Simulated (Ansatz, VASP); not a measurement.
Given: the input of a run of VASP 6.6.1 on InAs.

Contents of POSCAR:

```
InAs
1.0
    0.0000000000      3.0180000000      3.0180000000
    3.0180000000      0.0000000000      3.0180000000
    3.0180000000      3.0180000000      0.0000000000
In As
1 1
Direct
    0.0000000000      0.0000000000      0.0000000000
    0.7500000000      0.7500000000      0.7500000000
```

INCAR.step1

```
SYSTEM = InAs
  PREC = Accurate
  ENCUT = 520
  EDIFF = 1E-5
  ISMEAR = -1
  SIGMA = 0.05
  LREAL = .False.
  LASPH = .True.
  NELM = 80
  ALGO = Normal
  ISIF = 2
  LWAVE = .True.
  LCHARG = .False.
  GGA = PE
  NBANDS = 16
```

Contents of INCAR.step2:

```
SYSTEM = InAs
  PREC = Accurate
  ENCUT = 520
  EDIFF = 1E-6
  ISMEAR = -1
  SIGMA = 0.05
  LREAL = .False.
  LASPH = .True.
  NELM = 80
  ALGO = Normal
  ISIF = 2
  LWAVE = .False.
  LCHARG = .False.
  GGA = PE
  LHFCALC = .True.
  AEXX = 0.2
  HFSCREEN = 0.2
  PRECFOCK = Normal
  ISTART = 1
  NBANDS = 16
```

Contents of KPOINTS:

```
regular mesh
0
Gamma
  4 4 4
  0 0 0
```

Potentials or basis: VASP PAW PBE potentials, release 64 (In_d, As).

Run with:

```bash
$ cat potpaw_PBE.64/In_d/POTCAR potpaw_PBE.64/As/POTCAR > POTCAR
$ cp INCAR.step1 INCAR
$ mpirun -np 1 vasp_std > vasp.out
$ cp INCAR.step2 INCAR
$ mpirun -np 1 vasp_std > vasp.out
```

Problem. Set up the same calculation for Ansatz 0.2.0. Potentials there: all-electron PAW datasets made for the crystal.

Solution. As run (the cutoff follows the program's own potentials):

File input.yaml:

```yaml
crystal:
  lattice:
    - [0.0, 3.018, 3.018]
    - [3.018, 0.0, 3.018]
    - [3.018, 3.018, 0.0]
  atoms:
    - { symbol: In, position: [0.0, 0.0, 0.0] }
    - { symbol: As, position: [0.75, 0.75, 0.75] }
kpoints:
  mp_grid: { grid: [4, 4, 4] }
scf:
  occupations: { method: fermi_dirac, width: 0.05 }
hamiltonian:
  xc: { preset: hse06, exx: { coeff: 0.2, omega: 0.2 } }
  pseudopotentials: { kind: all_electron, datasets: crystal }
output:
  forces: true
  stress: true
```

Potentials or basis: all-electron PAW datasets made for the crystal.

Command:

```sh
$ ansatz run input.yaml --threads 1 --pin off --max-ram 3072MiB --backend cpu --events-out ev --progress --plain --runs-dir out
```

Both were run:

|  | VASP | Ansatz | Ansatz less VASP |
| --- | --- | --- | --- |
| gap on the k mesh at the Fermi level (eV) | 0.46 | 0.46 | +0.004 |
| least direct gap on the mesh (eV) | 0.46 | 0.46 | +0.004 |
| pressure (GPa) | 2.6 | 2.8 | +0.18 |

VASP's potentials were made for PBE, not for PBE-based screened hybrid. Ansatz ran all-electron here, and VASP with PAW potentials.

The k mesh is coarse, so the values compare programs but aren't converged. Noted on Ansatz's run: the program warned that the printed levels may be off, so bands, gaps and densities of states are rough.
